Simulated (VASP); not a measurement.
Sr: single point with PBEsol

Crystal: Sr.

```
Sr
1.0
     0.00000    2.89023    3.04235
     2.89023    0.00000    3.04235
     2.89023    2.89023    0.00000
Sr
1
Direct
  0.00000 0.00000 0.00000
```

This cell differs from its parent crystal: strain -0.050 along x and y, +0.000 along z.

```json
{
 "Program": "VASP 6.6.1",
 "Task": "single point",
 "Functional": "PBEsol",
 "Potentials or basis": "VASP PAW PBE potentials, release 64 (Sr_sv)",
 "Cutoff": "520 eV",
 "k mesh": "10 × 10 × 10",
 "Occupations": "gaussian, width 0.03 eV",
 "Spin": "no spin polarisation",
 "Dipole correction": "no",
 "Further INCAR settings": "ALGO = Fast; EDIFF = 1e-06; NBANDS = 11"
}
```

```json
{"Pressure": "0.2 GPa", "Band gap on the k mesh": "zero (bands 5 and 6 overlap by 0.04 eV)"}
```

Stress tensor (GPa, compression positive):
```
0.29 0.00 0.00
0.00 0.29 0.00
0.00 0.00 0.04
```

Levels at points of the mesh, in eV from the Fermi level:
| k point | band 1 | band 2 | band 3 | band 4 | band 5 | band 6 | band 7 | band 8 | band 9 | band 10 |
| --- | --- | --- | --- | --- | --- | --- | --- | --- | --- | --- |
| (0.00, 0.00, 0.00) | -36.41 | -18.30 | -18.29 | -18.29 | -3.81 | 2.20 | 2.50 | 2.50 | 3.73 | 4.23 |
| (0.50, 0.00, 0.00) | -36.39 | -18.56 | -18.34 | -18.32 | -1.20 | 0.16 | 2.04 | 2.40 | 5.05 | 5.22 |
| (0.50, 0.50, 0.00) | -36.39 | -18.54 | -18.37 | -18.37 | -0.85 | 0.32 | 0.91 | 5.19 | 5.47 | 5.47 |
| (0.50, 0.00, 0.50) | -36.38 | -18.54 | -18.41 | -18.39 | -0.72 | 0.21 | 1.37 | 5.07 | 5.29 | 5.44 |

Wall time 26 s on 1 thread of Intel(R) Xeon(R) 6975P-C (Granite Rapids), with other jobs on the host, peak memory 0.2 GiB.

Caveat: the cell differs from its parent crystal (strain -0.050 along x and y, +0.000 along z); the PAW data sets were made with another functional, which shifts forces and pressure a little.
